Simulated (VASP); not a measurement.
# Ir (Fm-3m) in VASP: notebook, part 2 of 2

VASP 6.6.1. Earlier steps stand in the parts before.

## 3. Relaxation of cell and atoms, PBEsol

Contents of INCAR:

```
PREC     = Accurate       # precision mode
ENCUT    = 600            # plane-wave cutoff, eV
EDIFF    = 1E-6           # SCF threshold, eV
ISMEAR   = -1             # smearing method
SIGMA    = 0.1            # smearing width, eV
LREAL    = F              # projectors in reciprocal space
LASPH    = T              # aspherical terms in the spheres
NELM     = 100            # most SCF steps
ALGO     = Normal         # electronic algorithm
ISIF     = 3              # what is computed and relaxed
LWAVE    = F              # write WAVECAR
LCHARG   = F              # write CHGCAR
GGA      = PS             # functional
IBRION   = 2              # ionic algorithm
NSW      = 100            # ionic steps
EDIFFG   = -0.002         # ionic threshold
```

Contents of KPOINTS:

```
regular mesh
0
Gamma
  20 20 20
```

Contents of POSCAR:

```
Ir
1.0
    0.0000000000      1.9156000000      1.9156000000
    1.9156000000      0.0000000000      1.9156000000
    1.9156000000      1.9156000000      0.0000000000
Ir
1
Direct
    0.0000000000      0.0000000000      0.0000000000
```

Potentials or basis: VASP PAW PBE potentials, release 64 (Ir).

Started as:

```bash
$ cat potpaw_PBE.64/Ir/POTCAR > POTCAR
$ mpirun -np 1 vasp_std > vasp.out
```

OUTCAR:

```text
PREC = Accurate
   ENCUT = 600
   EDIFF = 1E-6
   ISMEAR = -1
   LREAL = F
   LASPH = T
   NELM = 100
   ISIF = 3
   GGA = PS
   IBRION = 2
   NSW = 100
   EDIFFG = -0.002

 ion  position               nearest neighbor table
   1  0.000  0.000  0.000-

  LATTYP: Found a face centered cubic cell.
 ALAT       =     3.8312000000

  Lattice vectors:

 A1 = (   0.0000000000,   1.9156000000,   1.9156000000)
 A2 = (   1.9156000000,   0.0000000000,   1.9156000000)
 A3 = (   1.9156000000,   1.9156000000,   0.0000000000)

Analysis of symmetry for initial positions (statically):
=====================================================================
 Subroutine PRICEL returns:
 Original cell was already a primitive cell.

 Routine SETGRP: Setting up the symmetry group for a
 face centered cubic supercell.

 Subroutine GETGRP returns: Found 48 space group operations
 (whereof 48 operations were pure point group operations)
 out of a pool of 48 trial point group operations.

The static configuration has the point symmetry O_h .

Analysis of symmetry for dynamics (positions and initial velocities):
=====================================================================
 Subroutine PRICEL returns:
 Original cell was already a primitive cell.

 Routine SETGRP: Setting up the symmetry group for a
 face centered cubic supercell.

 Subroutine GETGRP returns: Found 48 space group operations
 (whereof 48 operations were pure point group operations)
 out of a pool of 48 trial point group operations.

The dynamic configuration has the point symmetry O_h .

 Subroutine INISYM returns: Found 48 space group operations
 (whereof 48 operations are pure point group operations),
 and found     1 'primitive' translations

----------------------------------------------------------------------------------------

[... 116 lines left out ...]
   LHFCALC =     F    Hartree Fock is set to
   AEXX    =    0.0000 exact exchange contribution
   IVDW    =     0    specifies the selected vdW correction
   LEPSILON=     F    determine dielectric tensor
   LRPA    =     F    only Hartree local field effects (RPA)
 conjugate gradient relaxation of ions
 non-spin polarized calculation
  energy-cutoff  :      600.00
  volume of cell :       14.06
 maximum number of plane-waves:       495
 NGX is ok and might be reduce to    24
   NGX = 11   NGY = 11   NGZ = 11

--------------------------------------- Ionic step        1  -------------------------------------------

 number of electron       9.0000000 magnetization

 Free energy of the ion-electron system (eV)
  ---------------------------------------------------
  ext. energy  EPLUGINS =         0.00000000
  ---------------------------------------------------
  free energy    TOTEN  =        -9.83619299 eV

  energy without entropy =       -9.80923425  energy(sigma->0) =       -9.82271362

------------------------ aborting loop because EDIFF is reached ----------------------------------------

  FORCE on cell =-STRESS in cart. coord.  units (eV):
  Direction    XX          YY          ZZ          XY          YZ          ZX
  --------------------------------------------------------------------------------------
  -------------------------------------------------------------------------------------
  Total        0.0772401      0.0772401      0.0772401      0.0000000      0.0000000      0.0000000
  in kB        8.8025609      8.8025609      8.8025609      0.0000000      0.0000000      0.0000000
  external PRESSURE =       8.8025609 kB  Pullay stress =       0.0000000 kB
[... 57 lines left out ...]
--------------------------------------- Ionic step        3  -------------------------------------------

 number of electron       9.0000000 magnetization

 Free energy of the ion-electron system (eV)
  ---------------------------------------------------
  ext. energy  EPLUGINS =         0.00000000
  ---------------------------------------------------
  free energy    TOTEN  =        -9.83629235 eV

  energy without entropy =       -9.80918954  energy(sigma->0) =       -9.82274094

 E-fermi :  10.2772     XC(G=0): -14.1251

 val. band max:       10.2739962979   @ k =   0.3000   0.2000   0.0000
 cond. band min:      10.2820330640   @ k =  -0.4000   0.4500   0.0500
 fundamental gap:      0.0080367660
 Fermi energy:        10.2771720842

 k-point     1 :       0.0000    0.0000    0.0000
  band No.  band energies     occupation
      1      -0.9187      2.00000
      2       6.3867      2.00000
      3       6.3867      2.00000
      4       6.3867      2.00000
      5       9.1182      1.99998
      6       9.1182      1.99998
      7      24.6272      0.00000
      8      30.2226      0.00000
[... 243 lines left out ...]
 k-point    24 :      -0.3500    0.0500    0.0000
  band No.  band energies     occupation
      1       2.1875      2.00000
      2       6.4543      2.00000
      3       6.5658      2.00000
      4       7.1964      2.00000
      5      10.1425      1.58722
      6      10.9323      0.00285
      7      20.5304      0.00000
      8      25.3728      0.00000

 [... further k-points ...]
[... 5 lines left out ...]
  --------------------------------------------------------------------------------------
  -------------------------------------------------------------------------------------
  Total        0.0009753      0.0009753      0.0009753      0.0000000      0.0000000      0.0000000
  in kB        0.1108922      0.1108922      0.1108922      0.0000000      0.0000000      0.0000000
  external PRESSURE =       0.1108922 kB  Pullay stress =       0.0000000 kB
[... 16 lines left out ...]
  FREE ENERGIE OF THE ION-ELECTRON SYSTEM (eV)
  ---------------------------------------------------
  free  energy   TOTEN  =        -9.8362923506 eV

  energy  without entropy=       -9.8091895355  energy(sigma->0) =       -9.82274094

 reached required accuracy - stopping structural energy minimisation
```

OSZICAR:

```text
N       E                     dE             d eps       ncg     rms          rms(c)
DAV:   1     0.465904495407E+02    0.46590E+02   -0.48946E+03  4112   0.115E+03
DAV:   2    -0.976928001503E+01   -0.56360E+02   -0.54633E+02  4128   0.216E+02
DAV:   3    -0.104633830282E+02   -0.69410E+00   -0.69325E+00  5952   0.324E+01
DAV:   4    -0.104679777844E+02   -0.45948E-02   -0.45943E-02  5240   0.191E+00
[... 15 lines left out ...]
DAV:   1    -0.984012827986E+01   -0.51372E-02   -0.14865E-01  4400   0.640E+00    0.607E-01
DAV:   2    -0.983667247072E+01    0.34558E-02   -0.88625E-03  4560   0.131E+00    0.201E-01
DAV:   3    -0.983628831804E+01    0.38415E-03   -0.17577E-03  4968   0.534E-01    0.569E-02
DAV:   4    -0.983629225355E+01   -0.39355E-05   -0.40376E-05  5392   0.666E-02    0.342E-03
DAV:   5    -0.983629235064E+01   -0.97088E-07   -0.50716E-07  3608   0.862E-03
   3 F= -.98362924E+01 E0= -.98227409E+01  d E =-.993616E-04
```

It took 38 s on 1 thread of Intel Xeon Platinum 8488C (Sapphire Rapids), shared host; peak memory 0.18 GiB.

What came out:

```yaml
Free_energy: -9.8363 eV
Relaxed_volume: 14.09 Å³/atom
Relaxed_cell: a = 2.711 Å, b = 2.711 Å, c = 2.711 Å, α = 60.00°, β = 60.00°, γ = 60.00°
Space_group_after_relaxing_to_0.05_Å: Fm-3m (No. 225)
Energy_gained_by_relaxing: 0.1 meV/atom
Ionic_steps: 3
Pressure_after_relaxing: 0.0 GPa
```

Final structure:
```
CELL_PARAMETERS angstrom
0.00000 1.91709 1.91709
1.91709 0.00000 1.91709
1.91709 1.91709 0.00000
ATOMIC_POSITIONS crystal
Ir 0.00000 0.00000 0.00000
```

Levels at points of the mesh, in eV from the Fermi level:
| k point | band 1 | band 2 | band 3 | band 4 | band 5 | band 6 | band 7 | band 8 |
| --- | --- | --- | --- | --- | --- | --- | --- | --- |
| (0.00, 0.00, 0.00) | -11.20 | -3.89 | -3.89 | -3.89 | -1.16 | -1.16 | 14.35 | 19.95 |
| (0.50, 0.00, 0.00) | -8.15 | -3.99 | -3.99 | -0.79 | 0.95 | 0.95 | 7.30 | 13.88 |
| (0.50, 0.50, 0.00) | -7.95 | -7.37 | 0.93 | 1.53 | 1.53 | 1.68 | 10.55 | 11.72 |

Caveat: the PAW data sets were made with another functional, which shifts forces and pressure a little; spin-orbit coupling is left out, which moves the levels of the heavy elements.
